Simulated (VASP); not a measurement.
Write the native input for VASP 6.6.1 that does the following.

| Item | Value |
| --- | --- |
| Task | single point |
| Functional | PBE |
| Potentials or basis | VASP PAW PBE potentials, release 64 (K_sv, Cd) |
| Cutoff | 520 eV |
| k mesh | 4 × 4 × 4 |
| Occupations | gaussian, width 0.1 eV |
| Spin | no spin polarisation |
| Dipole correction | no |
| Further INCAR settings | ALGO = Fast; EDIFF = 1e-07; NBANDS = 42 |

The structure of KCd2 lies in POSCAR:

```
KCd2
1.0
    6.9401716192      0.0000000000      0.0000000000
    0.0000000000      6.9401716192      0.0000000000
    0.0000000000      0.0000000000      6.7305940237
K Cd
2 4
Direct
    0.0000000000      0.0000000000      0.0000000000
    0.5000000000      0.5000000000      0.5000000000
    0.3491237716      0.3491237716      0.0000000000
    0.1508762284      0.8491237716      0.5000000000
    0.6508762284      0.6508762284      0.0000000000
    0.8491237716      0.1508762284      0.5000000000
```

One way to write it, as run:

INCAR

```
PREC = Accurate
ENCUT = 520
EDIFF = 1E-7
ISMEAR = 0
SIGMA = 0.1
LREAL = False
LASPH = True
NELM = 100
ALGO = Fast
ISIF = 2
LWAVE = False
LCHARG = False
GGA = PE
NBANDS = 42
```

KPOINTS

```
regular mesh
0
Gamma
  4 4 4
```

Potentials or basis: VASP PAW PBE potentials, release 64 (K_sv, Cd).

Run with:

```sh
$ cat potpaw_PBE.64/K_sv/POTCAR potpaw_PBE.64/Cd/POTCAR > POTCAR
$ mpirun -np 1 vasp_std > vasp.out
```

It gave:

- Pressure: 0.1 GPa
- Largest force: 0.028 eV/Å
- Band gap on the k mesh: zero (bands 33 and 34 overlap by 1.14 eV)

It took 8.3 min on 1 thread of Oxide Virtual Turin-like Processor, with other jobs on the host, peak memory 0.45 GiB.
